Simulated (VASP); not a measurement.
# Bi (Fm-3m) in VASP: single point with PBE

Aim: the single point of Bi with PBE.

Program: VASP 6.6.1. These are calculated values, not measurements. Logs are shortened: lines on timing, memory, paths and dates and some standing lists are left out, and cuts for length are marked.

### Step 1. The cell of the first run

It takes space group Fm-3m (No. 225, cubic). Conventional cell: a = 5.212 Å, b = 5.212 Å, c = 5.212 Å, α = 90.00°, β = 90.00°, γ = 90.00°. Bi (site symmetry m-3m) has 12 Bi at 3.69 Å within 4.8 Å.

### Step 2. Single point, PBE

Input file INCAR:

```
SYSTEM = Bi
PREC = Accurate
ENCUT = 520
EDIFF = 1E-6
ISMEAR = 0
SIGMA = 0.05
LREAL = .FALSE.
LASPH = .TRUE.
NELM = 100
ALGO = Normal
ISIF = 2
LWAVE = .FALSE.
LCHARG = .TRUE.
GGA = PE
LELF = .TRUE.
LVHAR = .TRUE.
NBANDS = 14
```

Input file KPOINTS:

```
regular mesh
0
G
  6 6 6
  0 0 0
```

Input file POSCAR:

```
Bi
1.0
    0.0000000000      2.6057589310      2.6057589310
    2.6057589310      0.0000000000      2.6057589310
    2.6057589310      2.6057589310      0.0000000000
Bi
1
Direct
    0.0000000000      0.0000000000      0.0000000000
```

Potentials or basis: VASP PAW PBE potentials, release 64 (Bi_d).

Started as:

```sh
$ cat potpaw_PBE.64/Bi_d/POTCAR > POTCAR
$ mpirun -np 1 vasp_std > vasp.out
```

OUTCAR:

```text
SYSTEM = Bi
   PREC = Accurate
   ENCUT = 520
   EDIFF = 1E-6
   ISMEAR = 0
   LREAL = .FALSE.
   LASPH = .TRUE.
   NELM = 100
   ISIF = 2
   GGA = PE

 ion  position               nearest neighbor table
   1  0.000  0.000  0.000-

  LATTYP: Found a face centered cubic cell.
 ALAT       =     5.2115178620

  Lattice vectors:

 A1 = (   0.0000000000,   2.6057589310,   2.6057589310)
 A2 = (   2.6057589310,   0.0000000000,   2.6057589310)
 A3 = (   2.6057589310,   2.6057589310,   0.0000000000)

Analysis of symmetry for initial positions (statically):
=====================================================================
 Subroutine PRICEL returns:
 Original cell was already a primitive cell.

 Routine SETGRP: Setting up the symmetry group for a
 face centered cubic supercell.

 Subroutine GETGRP returns: Found 48 space group operations
 (whereof 48 operations were pure point group operations)
 out of a pool of 48 trial point group operations.

The static configuration has the point symmetry O_h .

Analysis of symmetry for dynamics (positions and initial velocities):
=====================================================================
 Subroutine PRICEL returns:
 Original cell was already a primitive cell.

 Routine SETGRP: Setting up the symmetry group for a
 face centered cubic supercell.

 Subroutine GETGRP returns: Found 48 space group operations
 (whereof 48 operations were pure point group operations)
 out of a pool of 48 trial point group operations.

The dynamic configuration has the point symmetry O_h .

 Subroutine INISYM returns: Found 48 space group operations
 (whereof 48 operations are pure point group operations),
 and found     1 'primitive' translations

----------------------------------------------------------------------------------------

                                     Primitive cell

  volume of cell :      35.3861

  direct lattice vectors                    reciprocal lattice vectors
     0.000000000  2.605758931  2.605758931    -0.191882677  0.191882677  0.191882677
     2.605758931  0.000000000  2.605758931     0.191882677 -0.191882677  0.191882677
     2.605758931  2.605758931  0.000000000     0.191882677  0.191882677 -0.191882677

  length of vectors
     3.685099620  3.685099620  3.685099620     0.332350546  0.332350546  0.332350546

  position of ions in fractional coordinates (direct lattice)
     0.000000000  0.000000000  0.000000000

  ion indices of the primitive-cell ions
   primitive index   ion index
                 1           1

----------------------------------------------------------------------------------------

 KPOINTS: regular mesh

Automatic generation of k-mesh.
 Grid dimensions read from file:
 generate k-points for:    6    6    6

 Generating k-lattice:

  Cartesian coordinates                     Fractional coordinates (reciprocal lattice)
    -0.031980446  0.031980446  0.031980446     0.166666667  0.000000000  0.000000000
     0.031980446 -0.031980446  0.031980446     0.000000000  0.166666667  0.000000000
     0.031980446  0.031980446 -0.031980446     0.000000000  0.000000000  0.166666667

  Length of vectors
     0.055391758  0.055391758  0.055391758

  Shift w.r.t. Gamma in fractional coordinates (k-lattice)
     0.000000000  0.000000000  0.000000000

 Subroutine IBZKPT returns following result:
 ===========================================

 Found     16 irreducible k-points:

 Following reciprocal coordinates:
            Coordinates               Weight
  0.000000  0.000000  0.000000      1.000000
  0.166667  0.000000  0.000000      8.000000
  0.333333  0.000000  0.000000      8.000000
  0.500000  0.000000  0.000000      4.000000
  0.166667  0.166667  0.000000      6.000000
  0.333333  0.166667  0.000000     24.000000
[... 8 lines left out ...]
 -0.333333  0.333333  0.166667     24.000000
 -0.333333  0.500000  0.166667     12.000000
   k-points           NKPTS =     16   k-points in BZ     NKDIM =     16   number of bands    NBANDS=     14
   number of dos      NEDOS =    301   number of ions     NIONS =      1
   total plane-waves  NPLWV =  21952
   dimension x,y,z NGX =    28 NGY =   28 NGZ =   28
   dimension x,y,z NGXF=    56 NGYF=   56 NGZF=   56
   ions per type =               1
   NGX,Y,Z   is equivalent  to a cutoff of  12.63, 12.63, 12.63 a.u.
   NGXF,Y,Z  is equivalent  to a cutoff of  25.26, 25.26, 25.26 a.u.
 SYSTEM =  Bi
   PREC   = accura    normal or accurate (medium, high low for compatibility)
   ISTART =      0    job   : 0-new  1-cont  2-samecut
   ICHARG =      2    charge: 1-file 2-atom 10-const
   ISPIN  =      1    spin polarized calculation?
   LNONCOLLINEAR =      F non collinear calculations
   LSORBIT =      F    spin-orbit coupling
   LASPH  =      T    aspherical Exc in radial PAW
   ENCUT  =  520.0 eV  38.22 Ry    6.18 a.u.   6.85  6.85  6.85*2*pi/ulx,y,z
   NELM   =    100;   NELMIN=  2; NELMDL= -5     # of ELM steps
   EDIFF  = 0.1E-05   stopping-criterion for ELM
   LREAL  =      F    real-space projection
   EDIFFG = 0.1E-04   stopping-criterion for IOM
   NSW    =      0    number of steps for IOM
   IBRION =     -1    ionic relax: 0-MD 1-quasi-New 2-CG
   NFREE  =      0    steps in history (QN), initial steepest desc. (CG)
   ISIF   =      2    stress and relaxation
   ISYM   =      2    0-nonsym 1-usesym 2-fastsym
   POTIM  = 0.5000    time-step for ionic-motion
   TEBEG  =    0.0;   TEEND  =   0.0 temperature during run
   PSTRESS=    0.0 pullay stress
   NELECT =      15.0000    total number of electrons
   NUPDOWN=      -1.0000    fix difference up-down
   EMIN   =  10.00;   EMAX   =-10.00  energy-range for DOS
   EFERMI =   0.00;   METHOD = LEGACY
   ISMEAR =     0;   SIGMA  =   0.05  broadening in eV -4-tet -1-fermi 0-gaus
   EFERMI_NEDOS =   21; number of points for ismear=-14 and -15
   IALGO  =     38    algorithm
   IMIX   =      4    mixing-type and parameters
     AMIX     =   0.40;   BMIX     =  1.00
     AMIX_MAG =   1.60;   BMIX_MAG =  1.00
  volume/ion in A,a.u.               =      35.39       238.80
  Fermi-wavevector in a.u.,A,eV,Ry     =   1.229781  2.323949 20.576916  1.512361
  Thomas-Fermi vector in A             =   2.364655
   LORBIT       =      0    0 simple, 1 ext, 2 COOP (PROOUT), +10 PAW based schemes
   GGA     = PE    functional components
   LHFCALC =     F    Hartree Fock is set to
   AEXX    =    0.0000 exact exchange contribution
   IVDW    =     0    specifies the selected vdW correction
   LEPSILON=     F    determine dielectric tensor
   LRPA    =     F    only Hartree local field effects (RPA)
 non-spin polarized calculation
 Gauss-broadening in eV      SIGMA  =   0.05
  energy-cutoff  :      520.00
  volume of cell :       35.39
 maximum number of plane-waves:       962
   NGX = 13   NGY = 13   NGZ = 13

 number of electron      15.0000007 magnetization

 Free energy of the ion-electron system (eV)
  ---------------------------------------------------
  ext. energy  EPLUGINS =         0.00000000
  ---------------------------------------------------
  free energy    TOTEN  =        -3.68743449 eV

  energy without entropy =       -3.68445481  energy(sigma->0) =       -3.68594465

 E-fermi :   6.6897     XC(G=0):  -9.6993

 val. band max:        6.6783991180   @ k =  -0.3333   0.1667   0.0000
 cond. band min:       6.8272529551   @ k =   0.5000   0.5000   0.0000
 fundamental gap:      0.1488538371
 Fermi energy:         6.6896635602

 k-point     1 :       0.0000    0.0000    0.0000
  band No.  band energies     occupation
      1     -16.5583      2.00000
      2     -16.5583      2.00000
      3     -16.5583      2.00000
      4     -16.5154      2.00000
      5     -16.5154      2.00000
      6      -6.3120      2.00000
      7      10.6143      0.00000
      8      10.6143      0.00000
      9      10.6143      0.00000
     10      13.9285      0.00000
     11      15.5976      0.00000
     12      16.6650      0.00000
     13      16.6650      0.00000
     14      16.6650      0.00000

 k-point     2 :       0.1667    0.0000    0.0000
  band No.  band energies     occupation
      1     -16.5556      2.00000
      2     -16.5485      2.00000
      3     -16.5485      2.00000
      4     -16.5121      2.00000
      5     -16.5121      2.00000
      6      -5.9152      2.00000
      7       7.3990      0.00000
      8      10.2196      0.00000
      9      10.2196      0.00000
     10      13.9401      0.00000
     11      16.6094      0.00000
     12      17.1812      0.00000
     13      17.1812      0.00000
     14      17.6834      0.00000

 k-point     3 :       0.3333    0.0000    0.0000
  band No.  band energies     occupation
      1     -16.5511      2.00000
      2     -16.5494      2.00000
      3     -16.5494      2.00000
      4     -16.4847      2.00000
      5     -16.4847      2.00000
      6      -4.8678      2.00000
      7       3.6600      2.00000
      8       9.5876      0.00000
      9       9.5876      0.00000
     10      13.2410      0.00000
     11      15.8389      0.00000
     12      16.2060      0.00000
     13      16.2060      0.00000
     14      20.0613      0.00000
[... 188 lines left out ...]
 k-point    15 :      -0.3333    0.3333    0.1667
  band No.  band energies     occupation
      1     -16.5529      2.00000
      2     -16.5365      2.00000
      3     -16.5082      2.00000
      4     -16.5003      2.00000
      5     -16.4652      2.00000
      6      -3.4592      2.00000
      7       3.1608      2.00000
      8       5.0537      2.00000
      9       6.9342      0.00000
     10      13.9220      0.00000
     11      15.5631      0.00000
     12      18.2051      0.00000
     13      18.5121      0.00000
     14      21.1355      0.00000

 k-point    16 :      -0.3333    0.5000    0.1667
  band No.  band energies     occupation
      1     -16.5676      2.00000
      2     -16.5518      2.00000
      3     -16.4925      2.00000
      4     -16.4877      2.00000
      5     -16.4540      2.00000
      6      -3.2060      2.00000
      7       3.3005      2.00000
      8       5.1606      2.00000
      9       5.8335      2.00000
     10      13.1561      0.00000
     11      14.3287      0.00000
     12      18.9006      0.00000
     13      19.2124      0.00000
     14      23.8632      0.00000

------------------------ aborting loop because EDIFF is reached ----------------------------------------

  FORCE on cell =-STRESS in cart. coord.  units (eV):
  Direction    XX          YY          ZZ          XY          YZ          ZX
  --------------------------------------------------------------------------------------
  -------------------------------------------------------------------------------------
  Total       -1.0503374     -1.0503374     -1.0503374      0.0000000      0.0000000      0.0000000
  in kB      -47.5561544    -47.5561544    -47.5561544      0.0000000      0.0000000      0.0000000
  external PRESSURE =     -47.5561544 kB  Pullay stress =       0.0000000 kB

 VOLUME and BASIS-vectors are now :
 -----------------------------------------------------------------------------
  energy-cutoff  :      520.00
  volume of cell :       35.39
      direct lattice vectors                 reciprocal lattice vectors
     0.000000000  2.605758931  2.605758931    -0.191882677  0.191882677  0.191882677
     2.605758931  0.000000000  2.605758931     0.191882677 -0.191882677  0.191882677
     2.605758931  2.605758931  0.000000000     0.191882677  0.191882677 -0.191882677

 POSITION                                       TOTAL-FORCE (eV/Angst)
 -----------------------------------------------------------------------------------
      0.00000      0.00000      0.00000        -0.000000      0.000000     -0.000000
 -----------------------------------------------------------------------------------
    total drift:                               -0.000000     -0.000000     -0.000000

  FREE ENERGIE OF THE ION-ELECTRON SYSTEM (eV)
  ---------------------------------------------------
  free  energy   TOTEN  =        -3.6874344874 eV

  energy  without entropy=       -3.6844548139  energy(sigma->0) =       -3.68594465
```

Wall time 4.5 s (1 thread of AMD EPYC 9R45 (Zen 5), shared host); peak memory 0.12 GiB.

What came out:

```
Free energy : -3.6874 eV
Pressure    : -4.8 GPa
```

Levels at points of the mesh, in eV from the Fermi level:
| k point | band 4 | band 5 | band 6 | band 7 | band 8 | band 9 | band 10 | band 11 |
| --- | --- | --- | --- | --- | --- | --- | --- | --- |
| (0.00, 0.00, 0.00) | -23.21 | -23.21 | -13.00 | 3.92 | 3.92 | 3.92 | 7.24 | 8.91 |
| (0.50, 0.00, 0.00) | -23.16 | -23.16 | -10.77 | -4.77 | 2.63 | 2.63 | 6.42 | 8.43 |
| (0.50, 0.50, 0.00) | -23.14 | -23.14 | -9.93 | -4.07 | 0.14 | 0.14 | 3.77 | 4.95 |

Caveat: spin-orbit coupling is left out, which moves the levels of the heavy elements.
